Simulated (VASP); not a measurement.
# SnO (Pmmn) in VASP: single point with PBEsol

Aim: the single point of SnO with PBEsol.

All numbers are computed with VASP 6.6.1; they aren't measurements. Logs are shortened: lines on timing, memory, paths and dates and some standing lists are left out, and cuts for length are marked.

**1. The cell of the first run**

It takes space group Pmmn (No. 59, orthorhombic). The conventional cell has a = 3.731 Å, b = 3.873 Å, c = 4.836 Å, α = 90.00°, β = 90.00°, γ = 90.00°. Within 2.9 Å of Sn (site symmetry mm2) lie 4 O at 2.19 to 2.25 Å. O (site symmetry mm2) has 4 Sn at 2.19 to 2.25 Å and 4 O at 2.69 Å within 2.9 Å.

**2. Single point, PBEsol (strain +0.0187 x Voigt [1, -1, 0, 0, 0, 0])**

File INCAR:

```
SYSTEM = SnO
PREC = Accurate
ENCUT = 520
EDIFF = 1E-7
ISMEAR = 0
SIGMA = 0.15
LREAL = .FALSE.
LASPH = .TRUE.
NELM = 80
ALGO = Fast
ISIF = 2
LWAVE = .FALSE.
LCHARG = .TRUE.
GGA = PS
LELF = .TRUE.
LVHAR = .TRUE.
NBANDS = 28
```

File KPOINTS:

```
regular mesh
0
G
  12 12 10
  0 0 0
```

File POSCAR:

```
SnO
1.0
    3.8730974000      0.0000000000      0.0000000000
    0.0000000000      3.7309026000      0.0000000000
    0.0000000000      0.0000000000      4.8360000000
Sn O
2 2
Direct
    0.0000000000      0.5000000000      0.2385000000
    0.5000000000      0.0000000000      0.7615000000
    0.0000000000      0.0000000000      0.0000000000
    0.5000000000      0.5000000000      0.0000000000
```

Potentials or basis: VASP PAW PBE potentials, release 64 (Sn_d, O).

On the command line:

```sh
$ cat potpaw_PBE.64/Sn_d/POTCAR potpaw_PBE.64/O/POTCAR > POTCAR
$ mpirun -np 1 vasp_std > vasp.out
```

OUTCAR:

```text
SYSTEM = SnO
   PREC = Accurate
   ENCUT = 520
   EDIFF = 1E-7
   ISMEAR = 0
   LREAL = .FALSE.
   LASPH = .TRUE.
   NELM = 80
   ISIF = 2
   GGA = PS

 ion  position               nearest neighbor table
   1  0.000  0.500  0.239-   3 2.19   3 2.19   4 2.25   4 2.25   2 3.54   2 3.54   2 3.54   2 3.54
                             2 3.69   2 3.69   2 3.69   2 3.69
   2  0.500  0.000  0.761-   4 2.19   4 2.19   3 2.25   3 2.25   1 3.54   1 3.54   1 3.54   1 3.54
                             1 3.69   1 3.69   1 3.69   1 3.69
   3  0.000  0.000  0.000-   1 2.19   1 2.19   2 2.25   2 2.25
   4  0.500  0.500  0.000-   2 2.19   2 2.19   1 2.25   1 2.25

  LATTYP: Found a simple orthorhombic cell.
 ALAT       =     3.7309026000
 B/A-ratio  =     1.0381127076
 C/A-ratio  =     1.2962010855

  Lattice vectors:

 A1 = (   0.0000000000,  -3.7309026000,   0.0000000000)
 A2 = (   3.8730974000,   0.0000000000,   0.0000000000)
 A3 = (   0.0000000000,   0.0000000000,   4.8360000000)

Analysis of symmetry for initial positions (statically):
=====================================================================
 Subroutine PRICEL returns:
 Original cell was already a primitive cell.

 Routine SETGRP: Setting up the symmetry group for a
 simple orthorhombic supercell.

 Subroutine GETGRP returns: Found  8 space group operations
 (whereof  4 operations were pure point group operations)
 out of a pool of  8 trial point group operations.

The static configuration has the point symmetry C_2v.
 The point group associated with its full space group is D_2h.

Analysis of symmetry for dynamics (positions and initial velocities):
=====================================================================
 Subroutine PRICEL returns:
 Original cell was already a primitive cell.

 Routine SETGRP: Setting up the symmetry group for a
 simple orthorhombic supercell.

 Subroutine GETGRP returns: Found  8 space group operations
 (whereof  4 operations were pure point group operations)
 out of a pool of  8 trial point group operations.

The dynamic configuration has the point symmetry C_2v.
 The point group associated with its full space group is D_2h.

 Subroutine INISYM returns: Found  8 space group operations
 (whereof  4 operations are pure point group operations),
 and found     1 'primitive' translations

----------------------------------------------------------------------------------------

                                     Primitive cell

  volume of cell :      69.8809

  direct lattice vectors                    reciprocal lattice vectors
     3.873097400  0.000000000  0.000000000     0.258191286  0.000000000  0.000000000
     0.000000000  3.730902600  0.000000000     0.000000000  0.268031655  0.000000000
     0.000000000  0.000000000  4.836000000     0.000000000  0.000000000  0.206782465

  length of vectors
     3.873097400  3.730902600  4.836000000     0.258191286  0.268031655  0.206782465

  position of ions in fractional coordinates (direct lattice)
     0.000000000  0.500000000  0.238500000
     0.500000000  0.000000000  0.761500000
     0.000000000  0.000000000  0.000000000
     0.500000000  0.500000000  0.000000000

  ion indices of the primitive-cell ions
   primitive index   ion index
                 1           1
                 2           2
                 3           3
                 4           4

----------------------------------------------------------------------------------------

 KPOINTS: regular mesh

Automatic generation of k-mesh.
 Grid dimensions read from file:
 generate k-points for:   12   12   10

 Generating k-lattice:

  Cartesian coordinates                     Fractional coordinates (reciprocal lattice)
     0.021515941  0.000000000  0.000000000     0.083333333  0.000000000  0.000000000
     0.000000000  0.022335971  0.000000000     0.000000000  0.083333333  0.000000000
     0.000000000  0.000000000  0.020678246     0.000000000  0.000000000  0.100000000

  Length of vectors
     0.021515941  0.022335971  0.020678246

  Shift w.r.t. Gamma in fractional coordinates (k-lattice)
     0.000000000  0.000000000  0.000000000

 Subroutine IBZKPT returns following result:
 ===========================================

 Found    294 irreducible k-points:

 Following reciprocal coordinates:
            Coordinates               Weight
  0.000000  0.000000  0.000000      1.000000
  0.083333  0.000000  0.000000      2.000000
  0.166667  0.000000  0.000000      2.000000
  0.250000  0.000000  0.000000      2.000000
  0.333333  0.000000  0.000000      2.000000
  0.416667  0.000000  0.000000      2.000000
[... 16 lines left out ...]
  0.083333  0.250000  0.000000      4.000000
  0.166667  0.250000  0.000000      4.000000
 [... further k-points ...]
   k-points           NKPTS =    294   k-points in BZ     NKDIM =    294   number of bands    NBANDS=     28
   number of dos      NEDOS =    301   number of ions     NIONS =      4
   total plane-waves  NPLWV =  30240
   dimension x,y,z NGX =    30 NGY =   28 NGZ =   36
   dimension x,y,z NGXF=    60 NGYF=   56 NGZF=   72
   ions per type =               2   2
   NGX,Y,Z   is equivalent  to a cutoff of  12.88, 12.48, 12.38 a.u.
   NGXF,Y,Z  is equivalent  to a cutoff of  25.75, 24.95, 24.75 a.u.
 SYSTEM =  SnO
   PREC   = accura    normal or accurate (medium, high low for compatibility)
   ISTART =      0    job   : 0-new  1-cont  2-samecut
   ICHARG =      2    charge: 1-file 2-atom 10-const
   ISPIN  =      1    spin polarized calculation?
   LNONCOLLINEAR =      F non collinear calculations
   LSORBIT =      F    spin-orbit coupling
   LASPH  =      T    aspherical Exc in radial PAW
   ENCUT  =  520.0 eV  38.22 Ry    6.18 a.u.   7.20  6.94  8.99*2*pi/ulx,y,z
   NELM   =     80;   NELMIN=  2; NELMDL= -5     # of ELM steps
   EDIFF  = 0.1E-06   stopping-criterion for ELM
   LREAL  =      F    real-space projection
   EDIFFG = 0.1E-05   stopping-criterion for IOM
   NSW    =      0    number of steps for IOM
   IBRION =     -1    ionic relax: 0-MD 1-quasi-New 2-CG
   NFREE  =      0    steps in history (QN), initial steepest desc. (CG)
   ISIF   =      2    stress and relaxation
   ISYM   =      2    0-nonsym 1-usesym 2-fastsym
   POTIM  = 0.5000    time-step for ionic-motion
   TEBEG  =    0.0;   TEEND  =   0.0 temperature during run
   PSTRESS=    0.0 pullay stress
   NELECT =      40.0000    total number of electrons
   NUPDOWN=      -1.0000    fix difference up-down
   EMIN   =  10.00;   EMAX   =-10.00  energy-range for DOS
   EFERMI =   0.00;   METHOD = LEGACY
   ISMEAR =     0;   SIGMA  =   0.15  broadening in eV -4-tet -1-fermi 0-gaus
   EFERMI_NEDOS =   21; number of points for ismear=-14 and -15
   IALGO  =     68    algorithm
   IMIX   =      4    mixing-type and parameters
     AMIX     =   0.40;   BMIX     =  1.00
     AMIX_MAG =   1.60;   BMIX_MAG =  1.00
  volume/ion in A,a.u.               =      17.47       117.89
  Fermi-wavevector in a.u.,A,eV,Ry     =   1.359279  2.568665 25.138662  1.847640
  Thomas-Fermi vector in A             =   2.486041
   LORBIT       =      0    0 simple, 1 ext, 2 COOP (PROOUT), +10 PAW based schemes
   GGA     = PS    functional components
   LHFCALC =     F    Hartree Fock is set to
   AEXX    =    0.0000 exact exchange contribution
   IVDW    =     0    specifies the selected vdW correction
   LEPSILON=     F    determine dielectric tensor
   LRPA    =     F    only Hartree local field effects (RPA)
 non-spin polarized calculation
 RMM-DIIS sequential band-by-band and
 Gauss-broadening in eV      SIGMA  =   0.15
  energy-cutoff  :      520.00
  volume of cell :       69.88
 maximum number of plane-waves:      1914
 NGX is ok and might be reduce to    30
   NGX = 15   NGY = 13   NGZ = 17

 number of electron      40.0000000 magnetization

 Free energy of the ion-electron system (eV)
  ---------------------------------------------------
  ext. energy  EPLUGINS =         0.00000000
  ---------------------------------------------------
  free energy    TOTEN  =       -24.20123126 eV

  energy without entropy =      -24.19999740  energy(sigma->0) =      -24.20061433

 E-fermi :   7.1614     XC(G=0): -10.4991

 val. band max:        7.0758213041   @ k =   0.0000   0.0833   0.0000
 cond. band min:       7.2132566734   @ k =   0.5000   0.5000   0.1000
 fundamental gap:      0.1374353693
 Fermi energy:         7.1613943060

 k-point     1 :       0.0000    0.0000    0.0000
  band No.  band energies     occupation
      1     -14.8808      2.00000
      2     -14.4354      2.00000
      3     -14.4303      2.00000
      4     -14.4261      2.00000
      5     -14.3775      2.00000
      6     -14.3724      2.00000
[... 20 lines left out ...]
     27      13.6223      0.00000
     28      14.2582      0.00000

 k-point     2 :       0.0833    0.0000    0.0000
  band No.  band energies     occupation
      1     -14.8770      2.00000
      2     -14.4406      2.00000
      3     -14.4287      2.00000
      4     -14.4244      2.00000
      5     -14.3780      2.00000
      6     -14.3700      2.00000
[... 20 lines left out ...]
     27      13.9988      0.00000
     28      14.5503      0.00000

 k-point     3 :       0.1667    0.0000    0.0000
  band No.  band energies     occupation
      1     -14.8660      2.00000
      2     -14.4723      2.00000
      3     -14.4239      2.00000
      4     -14.4195      2.00000
      5     -14.3793      2.00000
      6     -14.3686      2.00000
[... 20 lines left out ...]
     27      14.2415      0.00000
     28      15.6706      0.00000

 k-point     4 :       0.2500    0.0000    0.0000
  band No.  band energies     occupation
      1     -14.8480      2.00000
      2     -14.5410      2.00000
      3     -14.4162      2.00000
      4     -14.4121      2.00000
      5     -14.3811      2.00000
      6     -14.3777      2.00000
[... 20 lines left out ...]
     27      14.4608      0.00000
     28      16.9683      0.00000

 k-point     5 :       0.3333    0.0000    0.0000
  band No.  band energies     occupation
      1     -14.8229      2.00000
      2     -14.6182      2.00000
      3     -14.4066      2.00000
      4     -14.4035      2.00000
      5     -14.3831      2.00000
      6     -14.3788      2.00000
[... 20 lines left out ...]
     27      14.7322      0.00000
     28      17.3077      0.00000

 k-point     6 :       0.4167    0.0000    0.0000
  band No.  band energies     occupation
      1     -14.7892      2.00000
      2     -14.6877      2.00000
      3     -14.3965      2.00000
      4     -14.3952      2.00000
      5     -14.3854      2.00000
      6     -14.3815      2.00000
[... 463 lines left out ...]
      5     -14.3808      2.00000
      6     -14.3808      2.00000
[... 20 lines left out ...]
     27      15.3376      0.00000
     28      15.3376      0.00000

 k-point    22 :       0.0000    0.2500    0.0000
  band No.  band energies     occupation
      1     -14.8508      2.00000
      2     -14.5359      2.00000
      3     -14.4155      2.00000
      4     -14.4149      2.00000
      5     -14.4013      2.00000
      6     -14.3842      2.00000
[... 20 lines left out ...]
     27      14.0027      0.00000
     28      17.8022      0.00000

 k-point    23 :       0.0833    0.2500    0.0000
  band No.  band energies     occupation
      1     -14.8493      2.00000
      2     -14.5513      2.00000
      3     -14.4238      2.00000
      4     -14.4029      2.00000
      5     -14.4027      2.00000
      6     -14.3827      2.00000
[... 20 lines left out ...]
     27      14.5323      0.00000
     28      16.8330      0.00000

 k-point    24 :       0.1667    0.2500    0.0000
  band No.  band energies     occupation
      1     -14.8452      2.00000
      2     -14.5923      2.00000
      3     -14.4262      2.00000
      4     -14.4000      2.00000
      5     -14.3911      2.00000
      6     -14.3825      2.00000
[... 20 lines left out ...]
     27      15.4091      0.00000
     28      15.7029      0.00000

 [... further k-points ...]

------------------------ aborting loop because EDIFF is reached ----------------------------------------

  FORCE on cell =-STRESS in cart. coord.  units (eV):
  Direction    XX          YY          ZZ          XY          YZ          ZX
  --------------------------------------------------------------------------------------
  -------------------------------------------------------------------------------------
  Total       -0.3640489      0.7832566      0.0261387      0.0000000      0.0000000      0.0000000
  in kB       -8.3466411     17.9579187      0.5992875      0.0000000      0.0000000      0.0000000
  external PRESSURE =       3.4035217 kB  Pullay stress =       0.0000000 kB

 VOLUME and BASIS-vectors are now :
 -----------------------------------------------------------------------------
  energy-cutoff  :      520.00
  volume of cell :       69.88
      direct lattice vectors                 reciprocal lattice vectors
     3.873097400  0.000000000  0.000000000     0.258191286  0.000000000  0.000000000
     0.000000000  3.730902600  0.000000000     0.000000000  0.268031655  0.000000000
     0.000000000  0.000000000  4.836000000     0.000000000  0.000000000  0.206782465

 POSITION                                       TOTAL-FORCE (eV/Angst)
 -----------------------------------------------------------------------------------
      0.00000      1.86545      1.15339         0.000000      0.000000      0.177569
      1.93655      0.00000      3.68261         0.000000      0.000000     -0.177569
      0.00000      0.00000      0.00000         0.000000      0.000000     -0.256161
      1.93655      1.86545      0.00000         0.000000      0.000000      0.256161
 -----------------------------------------------------------------------------------
    total drift:                                0.000000      0.000000     -0.000000

  FREE ENERGIE OF THE ION-ELECTRON SYSTEM (eV)
  ---------------------------------------------------
  free  energy   TOTEN  =       -24.2012312613 eV

  energy  without entropy=      -24.1999973953  energy(sigma->0) =      -24.20061433
```

Wall time 10 min (1 thread of Oxide Virtual Turin-like, shared host); peak memory 0.49 GiB.

What came out:

| Property | Result |
| --- | --- |
| Free energy | -24.2012 eV |
| Pressure | 0.3 GPa |
| Largest force | 0.256 eV/Å |
| Band gap on the k mesh | zero (bands 20 and 21 overlap by 0.01 eV) |

Forces on the atoms (eV/Å):
```
Sn   0.000  0.000  0.178
Sn   0.000  0.000 -0.178
O    0.000  0.000 -0.256
O    0.000  0.000  0.256
```

Stress tensor (GPa, compression positive):
```
-0.83  0.00  0.00
 0.00  1.80  0.00
 0.00  0.00  0.06
```

Levels at points of the mesh, in eV from the Fermi level:
```tsv
k point	band 18	band 19	band 20	band 21	band 22	band 23
(0.00, 0.00, 0.00)	-3.41	-3.20	-0.11	1.95	4.17	4.25
(0.50, 0.00, 0.00)	-5.01	-2.89	-2.89	3.01	3.01	5.71
(0.00, 0.50, 0.00)	-5.01	-2.81	-2.81	3.07	3.07	5.53
(0.50, 0.50, 0.00)	-2.65	-2.00	-2.00	-0.10	-0.10	4.25
(0.00, 0.00, 0.50)	-3.21	-3.19	-2.36	1.49	2.44	3.16
(0.50, 0.00, 0.50)	-4.97	-1.85	-1.85	2.34	2.34	5.54
(0.00, 0.50, 0.50)	-4.97	-1.88	-1.88	2.52	2.52	5.04
(0.50, 0.50, 0.50)	-2.82	-2.64	-2.64	2.19	2.19	3.87
```

Caveat: the cell differs from its parent crystal (strain +0.0187 x Voigt [1, -1, 0, 0, 0, 0]); semilocal functionals underestimate gaps, and a narrow one can read as zero; the PAW data sets were made with another functional, which shifts forces and pressure a little; spin-orbit coupling is left out, which moves the levels of the heavy elements.

The gap in the log of VASP goes by the Fermi energy; the results here count the filled bands.